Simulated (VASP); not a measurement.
# In (Fd-3m) in VASP: notebook

Runs on In. Level: RPBE. Tasks: single point, relaxation of cell and atoms.

Program: VASP 6.6.1. These are calculated values, not measurements. Logs are shortened: lines on timing, memory, paths and dates and some standing lists are left out, and cuts for length are marked.

### Step 1. The cell of the first run

Symmetry: Fd-3m, No. 227, cubic system. The conventional cell has a = 6.870 Å, b = 6.870 Å, c = 6.870 Å, α = 90.00°, β = 90.00°, γ = 90.00°. Within 3.9 Å of In (site symmetry -43m) lie 4 In at 2.97 Å.

This isn't the form of In at room conditions, which is tetragonal.

### Step 2. Single point, RPBE (40.53 Å³/atom)

The input, INCAR:

```
ALGO     = Normal         # electronic algorithm
EDIFF    = 1E-6           # SCF threshold, eV
ENCUT    = 520            # plane-wave cutoff, eV
GGA      = RP             # functional
ISIF     = 2              # what is computed and relaxed
ISMEAR   = -1             # smearing method
LASPH    = T              # aspherical terms in the spheres
LCHARG   = T              # write CHGCAR
LELF     = T              # ELF
LREAL    = F              # projectors in reciprocal space
LVHAR    = T            
LWAVE    = F              # write WAVECAR
NBANDS   = 20             # bands
NELM     = 60             # most SCF steps
PREC     = Accurate       # precision mode
SIGMA    = 0.1            # smearing width, eV
```

The input, KPOINTS:

```
k-points
0
Gamma
  9 9 9
```

The input, POSCAR:

```
In
1.0
    0.0000000000      3.4351190494      3.4351190494
    3.4351190494      0.0000000000      3.4351190494
    3.4351190494      3.4351190494      0.0000000000
In
2
Direct
    0.1250000000      0.1250000000      0.1250000000
    0.8750000000      0.8750000000      0.8750000000
```

Potentials or basis: VASP PAW PBE potentials, release 64 (In_d).

On the command line:

```
cat potpaw_PBE.64/In_d/POTCAR > POTCAR
mpirun -np 1 vasp_std > vasp.out
```

OUTCAR:

```text
EDIFF = 1E-6
   ENCUT = 520
   GGA = RP
   ISIF = 2
   ISMEAR = -1
   LASPH = T
   LREAL = F
   NELM = 60
   PREC = Accurate

 ion  position               nearest neighbor table
   1  0.125  0.125  0.125-   2 2.97   2 2.97   2 2.97   2 2.97
   2  0.875  0.875  0.875-   1 2.97   1 2.97   1 2.97   1 2.97

  LATTYP: Found a face centered cubic cell.
 ALAT       =     6.8702380988

  Lattice vectors:

 A1 = (   0.0000000000,   3.4351190494,   3.4351190494)
 A2 = (   3.4351190494,   0.0000000000,   3.4351190494)
 A3 = (   3.4351190494,   3.4351190494,   0.0000000000)

Analysis of symmetry for initial positions (statically):
=====================================================================
 Subroutine PRICEL returns:
 Original cell was already a primitive cell.

 Routine SETGRP: Setting up the symmetry group for a
 face centered cubic supercell.

 Subroutine GETGRP returns: Found 48 space group operations
 (whereof 12 operations were pure point group operations)
 out of a pool of 48 trial point group operations.

The static configuration has the point symmetry D_3d.
 The point group associated with its full space group is O_h .

Analysis of symmetry for dynamics (positions and initial velocities):
=====================================================================
 Subroutine PRICEL returns:
 Original cell was already a primitive cell.

 Routine SETGRP: Setting up the symmetry group for a
 face centered cubic supercell.

 Subroutine GETGRP returns: Found 48 space group operations
 (whereof 12 operations were pure point group operations)
 out of a pool of 48 trial point group operations.

The dynamic configuration has the point symmetry D_3d.
 The point group associated with its full space group is O_h .

 Subroutine INISYM returns: Found 48 space group operations
 (whereof 12 operations are pure point group operations),
 and found     1 'primitive' translations

----------------------------------------------------------------------------------------

                                     Primitive cell

  volume of cell :      81.0691

  direct lattice vectors                    reciprocal lattice vectors
     0.000000000  3.435119049  3.435119049    -0.145555363  0.145555363  0.145555363
     3.435119049  0.000000000  3.435119049     0.145555363 -0.145555363  0.145555363
     3.435119049  3.435119049  0.000000000     0.145555363  0.145555363 -0.145555363

[... 78 lines left out ...]
   LNONCOLLINEAR =      F non collinear calculations
   LSORBIT =      F    spin-orbit coupling
   LASPH  =      T    aspherical Exc in radial PAW
   ENCUT  =  520.0 eV  38.22 Ry    6.18 a.u.   9.03  9.03  9.03*2*pi/ulx,y,z
   NELM   =     60;   NELMIN=  2; NELMDL= -5     # of ELM steps
   EDIFF  = 0.1E-05   stopping-criterion for ELM
   LREAL  =      F    real-space projection
   EDIFFG = 0.1E-04   stopping-criterion for IOM
   NSW    =      0    number of steps for IOM
   IBRION =     -1    ionic relax: 0-MD 1-quasi-New 2-CG
   NFREE  =      0    steps in history (QN), initial steepest desc. (CG)
   ISIF   =      2    stress and relaxation
   ISYM   =      2    0-nonsym 1-usesym 2-fastsym
   POTIM  = 0.5000    time-step for ionic-motion
   TEBEG  =    0.0;   TEEND  =   0.0 temperature during run
   PSTRESS=    0.0 pullay stress
   NELECT =      26.0000    total number of electrons
   NUPDOWN=      -1.0000    fix difference up-down
   EMIN   =  10.00;   EMAX   =-10.00  energy-range for DOS
   EFERMI =   0.00;   METHOD = LEGACY
   ISMEAR =    -1;   SIGMA  =   0.10  broadening in eV -4-tet -1-fermi 0-gaus
   EFERMI_NEDOS =   21; number of points for ismear=-14 and -15
   IALGO  =     38    algorithm
   IMIX   =      4    mixing-type and parameters
     AMIX     =   0.40;   BMIX     =  1.00
     AMIX_MAG =   1.60;   BMIX_MAG =  1.00
  volume/ion in A,a.u.               =      40.53       273.54
  Fermi-wavevector in a.u.,A,eV,Ry     =   1.120592  2.117612 17.085193  1.255726
  Thomas-Fermi vector in A             =   2.257239
   LORBIT       =      0    0 simple, 1 ext, 2 COOP (PROOUT), +10 PAW based schemes
   GGA     = RP    functional components
   LHFCALC =     F    Hartree Fock is set to
   AEXX    =    0.0000 exact exchange contribution
   IVDW    =     0    specifies the selected vdW correction
   LEPSILON=     F    determine dielectric tensor
   LRPA    =     F    only Hartree local field effects (RPA)
 non-spin polarized calculation
  energy-cutoff  :      520.00
  volume of cell :       81.07
 maximum number of plane-waves:      2195
   NGX = 19   NGY = 19   NGZ = 19

 number of electron      25.9999993 magnetization

 Free energy of the ion-electron system (eV)
  ---------------------------------------------------
  ext. energy  EPLUGINS =         0.00000000
  ---------------------------------------------------
  free energy    TOTEN  =        -3.80848147 eV

  energy without entropy =       -3.74535245  energy(sigma->0) =       -3.77691696

 E-fermi :   3.3454     XC(G=0):  -7.8811

 val. band max:        3.3360168732   @ k =   0.3333   0.3333   0.0000
 cond. band min:       3.3536971351   @ k =  -0.3333   0.1111   0.0000
 fundamental gap:      0.0176802619
 Fermi energy:         3.3453924860

 k-point     1 :       0.0000    0.0000    0.0000
  band No.  band energies     occupation
      1     -11.2992      2.00000
      2     -11.2992      2.00000
      3     -11.2992      2.00000
      4     -11.2458      2.00000
      5     -11.2458      2.00000
      6     -10.9146      2.00000
[... 541 lines left out ...]
     19      12.7290      0.00000
     20      13.9410      0.00000

 [... further k-points ...]

------------------------ aborting loop because EDIFF is reached ----------------------------------------

  FORCE on cell =-STRESS in cart. coord.  units (eV):
  Direction    XX          YY          ZZ          XY          YZ          ZX
  --------------------------------------------------------------------------------------
  -------------------------------------------------------------------------------------
  Total       -0.0262460     -0.0262460     -0.0262460      0.0000000      0.0000000     -0.0000000
  in kB       -0.5187033     -0.5187033     -0.5187033      0.0000000      0.0000000     -0.0000000
  external PRESSURE =      -0.5187033 kB  Pullay stress =       0.0000000 kB

 VOLUME and BASIS-vectors are now :
 -----------------------------------------------------------------------------
  energy-cutoff  :      520.00
  volume of cell :       81.07
      direct lattice vectors                 reciprocal lattice vectors
     0.000000000  3.435119049  3.435119049    -0.145555363  0.145555363  0.145555363
     3.435119049  0.000000000  3.435119049     0.145555363 -0.145555363  0.145555363
     3.435119049  3.435119049  0.000000000     0.145555363  0.145555363 -0.145555363

 POSITION                                       TOTAL-FORCE (eV/Angst)
 -----------------------------------------------------------------------------------
      0.85878      0.85878      0.85878        -0.000000     -0.000000     -0.000000
      6.01146      6.01146      6.01146         0.000000      0.000000      0.000000
 -----------------------------------------------------------------------------------
    total drift:                                0.000000      0.000000      0.000000

  FREE ENERGIE OF THE ION-ELECTRON SYSTEM (eV)
  ---------------------------------------------------
  free  energy   TOTEN  =        -3.8084814708 eV

  energy  without entropy=       -3.7453524517  energy(sigma->0) =       -3.77691696
```

OSZICAR:

```text
N       E                     dE             d eps       ncg     rms          rms(c)
DAV:   1     0.208702216676E+03    0.20870E+03   -0.12870E+04  1400   0.153E+03
DAV:   2     0.126367919837E+02   -0.19607E+03   -0.19280E+03  1408   0.361E+02
DAV:   3    -0.325360129071E+01   -0.15890E+02   -0.15817E+02  1660   0.118E+02
DAV:   4    -0.376756970744E+01   -0.51397E+00   -0.51376E+00  1616   0.253E+01
DAV:   5    -0.379841844495E+01   -0.30849E-01   -0.30847E-01  2184   0.507E+00    0.276E+00
DAV:   6    -0.379848657623E+01   -0.68131E-04   -0.39877E-02  1912   0.300E+00    0.141E+00
DAV:   7    -0.380635912538E+01   -0.78725E-02   -0.17957E-02  1864   0.181E+00    0.311E-01
DAV:   8    -0.380829765168E+01   -0.19385E-02   -0.28224E-03  1800   0.436E-01    0.683E-02
DAV:   9    -0.380839420129E+01   -0.96550E-04   -0.10981E-04  1872   0.803E-02    0.266E-02
DAV:  10    -0.380847513620E+01   -0.80935E-04   -0.19546E-04  1460   0.863E-02    0.161E-02
DAV:  11    -0.380847675148E+01   -0.16153E-05   -0.26912E-06  1440   0.102E-02    0.130E-02
DAV:  12    -0.380848060622E+01   -0.38547E-05   -0.61318E-06  1192   0.951E-03    0.427E-03
DAV:  13    -0.380848147077E+01   -0.86455E-06   -0.15738E-07  1060   0.378E-03
   1 F= -.38084815E+01 E0= -.37769170E+01  d E =-.631290E-01
```

stdout:

```text
POSCAR found type information on POSCAR In
 POSCAR found :  1 types and       2 ions
 scaLAPACK will be used
 -----------------------------------------------------------------------------
|                                                                             |
|                                                                             |
|     You enforced a specific xc type in the INCAR file but a different       |
|     I HOPE YOU KNOW WHAT YOU ARE DOING!                                     |
|                                                                             |
 -----------------------------------------------------------------------------

 LDA part: xc-table for (Slater+PW92), standard interpolation
 POSCAR, INCAR and KPOINTS ok, starting setup
 FFT: planning ... GRIDC
 FFT: planning ... GRID_SOFT
 FFT: planning ... GRID
 WAVECAR not read
 entering main loop
```

Wall time 19 s (1 thread of Intel Xeon 6975P-C (Granite Rapids), shared host); peak memory 0.22 GiB.

Results:

| Item | Value |
| --- | --- |
| Free energy | -3.8085 eV |
| Pressure | -0.1 GPa |
| Band gap on the k mesh | zero (bands 13 and 14 overlap by 2.74 eV) |

Caveat: the PAW data sets were made with another functional, which shifts forces and pressure a little; spin-orbit coupling is left out, which moves the levels of the heavy elements.

### Step 3. Single point, RPBE (42.16 Å³/atom)

This run uses another cell than the first one, of 42.16 Å³/atom.

The input, INCAR:

```
SYSTEM = In
PREC = Accurate ; ENCUT = 520
EDIFF = 1E-6 ; ISMEAR = -1
SIGMA = 0.1 ; LREAL = .FALSE.
LASPH = .TRUE. ; NELM = 60
ALGO = Normal ; ISIF = 2
LWAVE = .FALSE. ; LCHARG = .FALSE.
GGA = RP ; NBANDS = 20
```

The input, KPOINTS:

```
regular mesh
0
G
  9 9 9
  0 0 0
```

The input, POSCAR:

```
In
1.0
    0.0000000000      3.4803231682      3.4803231682
    3.4803231682      0.0000000000      3.4803231682
    3.4803231682      3.4803231682      0.0000000000
In
2
Direct
    0.1250000000      0.1250000000      0.1250000000
    0.8750000000      0.8750000000      0.8750000000
```

Potentials or basis: VASP PAW PBE potentials, release 64 (In_d).

On the command line:

```
cat potpaw_PBE.64/In_d/POTCAR > POTCAR
mpirun -np 1 vasp_std > vasp.out
```

Run time: 26 s. Hardware: 1 thread of Intel Xeon 6975P-C (Granite Rapids), shared host; peak memory 0.24 GiB.

Results (log left out):

* Free energy: -3.8021 eV
* Pressure: -0.6 GPa
* Band gap on the k mesh: zero (bands 13 and 14 overlap by 2.60 eV)

Levels at points of the mesh, in eV from the Fermi level:
```tsv
k point	band 9	band 10	band 11	band 12	band 13	band 14	band 15	band 16	band 17	band 18
(0.00, 0.00, 0.00)	-14.25	-14.25	-7.43	1.16	1.98	1.98	1.98	3.65	3.65	3.65
```

Caveat: the PAW data sets were made with another functional, which shifts forces and pressure a little; spin-orbit coupling is left out, which moves the levels of the heavy elements.

### Step 4. Single point, RPBE (43.78 Å³/atom)

This run uses another cell than the first one, of 43.78 Å³/atom.

The input, INCAR:

```
SYSTEM = In
ALGO = Normal ; EDIFF = 1E-6
ENCUT = 520 ; GGA = RP
ISIF = 2 ; ISMEAR = -1
LASPH = .TRUE. ; LCHARG = .TRUE.
LELF = .TRUE. ; LREAL = .FALSE.
LVHAR = .TRUE. ; LWAVE = .FALSE.
NBANDS = 20 ; NELM = 60
PREC = Accurate ; SIGMA = 0.1
```

The input, KPOINTS:

```
k-points
0
G
  9 9 9
  0 0 0
```

The input, POSCAR:

```
In
1.0
    0.0000000000      3.5243825691      3.5243825691
    3.5243825691      0.0000000000      3.5243825691
    3.5243825691      3.5243825691      0.0000000000
In
2
Direct
    0.1250000000      0.1250000000      0.1250000000
    0.8750000000      0.8750000000      0.8750000000
```

On the command line:

```
cat potpaw_PBE.64/In_d/POTCAR > POTCAR
mpirun -np 1 vasp_std > vasp.out
```

It took 24 s on 1 thread of Intel Xeon 6975P-C (Granite Rapids), shared host; peak memory 0.25 GiB.

Results (log left out):

| Quantity | Value |
| --- | --- |
| Free energy | -3.7864 eV |
| Pressure | -1.0 GPa |
| Band gap on the k mesh | zero (bands 13 and 14 overlap by 2.48 eV) |

Levels at points of the mesh, in eV from the Fermi level:
```
           k point  band 10  band 11  band 12  band 13  band 14  band 15  band 16  band 17
(0.00, 0.00, 0.00)   -14.27    -7.29     0.88     1.90     1.90     1.90     3.57     3.57
```

Caveat: the PAW data sets were made with another functional, which shifts forces and pressure a little; spin-orbit coupling is left out, which moves the levels of the heavy elements.

### Step 5. Single point, RPBE (45.40 Å³/atom)

This run uses another cell than the first one, of 45.40 Å³/atom.

The input, INCAR:

```
SYSTEM = In
PREC = Accurate
ENCUT = 520
EDIFF = 1E-6
ISMEAR = -1
SIGMA = 0.1
LREAL = .False.
LASPH = .True.
NELM = 100
ALGO = Normal
ISIF = 2
LWAVE = .False.
LCHARG = .False.
GGA = RP
NBANDS = 20
```

The input, KPOINTS:

```
regular mesh
0
Gamma
  9 9 9
  0 0 0
```

The input, POSCAR:

```
In
1.0
    0.0000000000      3.5673670806      3.5673670806
    3.5673670806      0.0000000000      3.5673670806
    3.5673670806      3.5673670806      0.0000000000
In
2
Direct
    0.1250000000      0.1250000000      0.1250000000
    0.8750000000      0.8750000000      0.8750000000
```

On the command line:

```
cat potpaw_PBE.64/In_d/POTCAR > POTCAR
mpirun -np 1 vasp_std > vasp.out
```

Wall time 22 s (1 thread of Intel Xeon 6975P-C (Granite Rapids), shared host); peak memory 0.26 GiB.

It converged, with:

| Quantity | Value |
| --- | --- |
| Free energy | -3.7638 eV |
| Pressure | -1.3 GPa |
| Band gap on the k mesh | zero (bands 13 and 14 overlap by 2.36 eV) |

Levels at points of the mesh, in eV from the Fermi level:
| k point | band 11 | band 12 | band 13 | band 14 | band 15 | band 16 |
| --- | --- | --- | --- | --- | --- | --- |
| (0.00, 0.00, 0.00) | -7.16 | 0.61 | 1.82 | 1.82 | 1.82 | 3.48 |

Caveat: the PAW data sets were made with another functional, which shifts forces and pressure a little; spin-orbit coupling is left out, which moves the levels of the heavy elements.

### Step 6. Relaxation of cell and atoms, RPBE

This run uses another cell than the first one, of 35.29 Å³/atom.

The input, INCAR:

```
PREC = Accurate
ENCUT = 600
EDIFF = 1E-6
ISMEAR = -1
SIGMA = 0.1
LREAL = F
LASPH = T
NELM = 100
ALGO = Normal
ISIF = 3
LWAVE = F
LCHARG = F
GGA = RP
IBRION = 2
NSW = 80
EDIFFG = -0.01
```

The input, KPOINTS:

```
Automatic mesh
0
Gamma
  8 8 8
```

The input, POSCAR:

```
In
1.0
    0.0000000000      3.2801942926      3.2801942926
    3.2801942926      0.0000000000      3.2801942926
    3.2801942926      3.2801942926      0.0000000000
In
2
Direct
    0.1250000000      0.1250000000      0.1250000000
    0.8750000000      0.8750000000      0.8750000000
```

Potentials or basis: VASP PAW PBE potentials, release 64 (In_d).

On the command line:

```
cat potpaw_PBE.64/In_d/POTCAR > POTCAR
mpirun -np 1 vasp_std > vasp.out
```

Run time: 66 s. Hardware: 1 thread of Intel Xeon 6975P-C (Granite Rapids), shared host; peak memory 0.26 GiB.

It converged, with:

```yaml
Free_energy: -3.8017 eV
Relaxed_volume: 40.52 Å³/atom
Relaxed_cell: a = 4.857 Å, b = 4.857 Å, c = 4.857 Å, α = 60.00°, β = 60.00°, γ = 60.00°
Space_group_after_relaxing_to_0.1_Å: Fd-3m (No. 227)
Energy_gained_by_relaxing: 46.4 meV/atom
Ionic_steps: 5
Pressure_after_relaxing: 0.0 GPa
Band_gap_on_the_k_mesh: zero (bands 13 and 14 overlap by 3.05 eV)
```

Step by step:
```csv
step,energy change (eV),largest force (eV/Å),pressure (GPa),volume (Å³)
1,0.0000,0.0000,3.43,70.59
2,-0.0895,0.0000,0.52,78.59
3,-0.0926,0.0000,-0.17,81.56
4,-0.0928,0.0000,0.06,80.82
5,-0.0928,0.0000,-0.01,81.03
```

Final structure:
```
CELL_PARAMETERS angstrom
0.00000 3.43457 3.43457
3.43457 0.00000 3.43457
3.43457 3.43457 0.00000
ATOMIC_POSITIONS crystal
In 0.12500 0.12500 0.12500
In 0.87500 0.87500 0.87500
```

Levels at points of the mesh, in eV from the Fermi level:
| k point | band 9 | band 10 | band 11 | band 12 | band 13 | band 14 | band 15 | band 16 | band 17 |
| --- | --- | --- | --- | --- | --- | --- | --- | --- | --- |
| (0.00, 0.00, 0.00) | -14.21 | -14.21 | -7.56 | 1.50 | 2.10 | 2.10 | 2.10 | 3.77 | 3.77 |
| (0.50, 0.00, 0.00) | -14.17 | -14.17 | -6.04 | -3.75 | 0.94 | 0.94 | 1.83 | 4.67 | 4.67 |
| (0.50, 0.50, 0.00) | -14.15 | -14.15 | -4.72 | -4.72 | -0.35 | -0.35 | 2.38 | 2.38 | 8.91 |

Caveat: the PAW data sets were made with another functional, which shifts forces and pressure a little; spin-orbit coupling is left out, which moves the levels of the heavy elements.

### Step 7. Single point, RPBE

The input, INCAR:

```
  PREC = Accurate
  ENCUT = 520
  EDIFF = 1E-7
  ISMEAR = -1
  SIGMA = 0.1
  LREAL = F
  LASPH = T
  NELM = 60
  ALGO = Normal
  ISIF = 2
  LWAVE = F
  LCHARG = F
  GGA = RP
  NBANDS = 20
```

The input, KPOINTS:

```
Automatic mesh
0
Gamma
  13 13 13
```

The input, POSCAR:

```
In
1.0
    0.0000000000      3.4351190494      3.4351190494
    3.4351190494      0.0000000000      3.4351190494
    3.4351190494      3.4351190494      0.0000000000
In
2
Direct
    0.1250000000      0.1250000000      0.1250000000
    0.8750000000      0.8750000000      0.8750000000
```

On the command line:

```
cat potpaw_PBE.64/In_d/POTCAR > POTCAR
mpirun -np 1 vasp_std > vasp.out
```

It took 39 s on 1 thread of Intel Xeon 6975P-C (Granite Rapids), shared host; peak memory 0.26 GiB.

The run converged. Its results:

```yaml
Free_energy: -3.8109 eV
Pressure: 0.0 GPa
Band_gap_on_the_k_mesh: zero (bands 13 and 14 overlap by 2.84 eV)
```

Levels at points of the mesh, in eV from the Fermi level:
| k point | band 9 | band 10 | band 11 | band 12 | band 13 | band 14 | band 15 | band 16 | band 17 | band 18 |
| --- | --- | --- | --- | --- | --- | --- | --- | --- | --- | --- |
| (0.00, 0.00, 0.00) | -14.21 | -14.21 | -7.56 | 1.49 | 2.09 | 2.09 | 2.09 | 3.77 | 3.77 | 3.77 |

Caveat: the PAW data sets were made with another functional, which shifts forces and pressure a little; spin-orbit coupling is left out, which moves the levels of the heavy elements.

### Step 8. Overview

```csv
task,cell,k mesh,cutoff (eV),gap on the mesh (eV),pressure (GPa)
single point,"a = 4.858 Å, angles 60.0°, 2 atoms",9 × 9 × 9,520,none,-0.1
single point,"a = 4.922 Å, angles 60.0°, 2 atoms",9 × 9 × 9,520,none,-0.6
single point,"a = 4.984 Å, angles 60.0°, 2 atoms",9 × 9 × 9,520,none,-1.0
single point,"a = 5.045 Å, angles 60.0°, 2 atoms",9 × 9 × 9,520,none,-1.3
relaxation of cell and atoms,"relaxed from a = 4.639 Å, angles 60.0°, 2 atoms",8 × 8 × 8,600,none,0.0
single point,"a = 4.858 Å, angles 60.0°, 2 atoms",13 × 13 × 13,520,none,0.0
```

Alike in all rows: level RPBE; potentials or basis VASP PAW PBE potentials, release 64 (In_d); no spin polarisation; smearing fermi-dirac 0.1 eV.

Caveats: the PAW data sets were made with another functional, which shifts forces and pressure a little; spin-orbit coupling is left out, which moves the levels of the heavy elements.

Total energies depend on the potentials used, so only differences within one code and one set of settings carry meaning.
